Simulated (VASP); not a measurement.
Cu:

```
Cu
1.0
     0.00000    1.82500    1.82500
     1.82500    0.00000    1.82500
     1.82500    1.82500    0.00000
Cu
1
Direct
  0.00000 0.00000 0.00000
```

* Program: VASP 6.6.1
* Task: relaxation of cell and atoms
* Functional: PBEsol
* Potentials or basis: VASP PAW PBE potentials, release 64 (Cu_sv_GW)
* Cutoff: 820 eV
* k mesh: 10 × 10 × 10
* Occupations: gaussian, width 0.1 eV
* Spin: no spin polarisation

At the start: pressure -11.4 GPa; volume 12.16 Å³/atom.

Problem. Where does the relaxation end?

Solution. Over 3 steps the energy falls by 33.5 meV/atom and the volume is 11.28 Å³/atom (-7.2 %); space group Fm-3m (No. 225, to 0.1 Å) before and after.

The path:
| step | energy change (eV) | largest force (eV/Å) | pressure (GPa) | volume (Å³) |
| --- | --- | --- | --- | --- |
| 1 | 0.0000 | 0.0000 | -11.39 | 12.16 |
| 2 | -0.0159 | 0.0000 | 10.42 | 10.70 |
| 3 | -0.0335 | 0.0000 | -0.19 | 11.28 |

Final structure:
```
Cu
1.0
     0.00000    1.77982    1.77982
     1.77982    0.00000    1.77982
     1.77982    1.77982    0.00000
Cu
1
Direct
  0.00000 0.00000 0.00000
```

Caveat: the PAW data sets were made with another functional, which shifts forces and pressure a little.
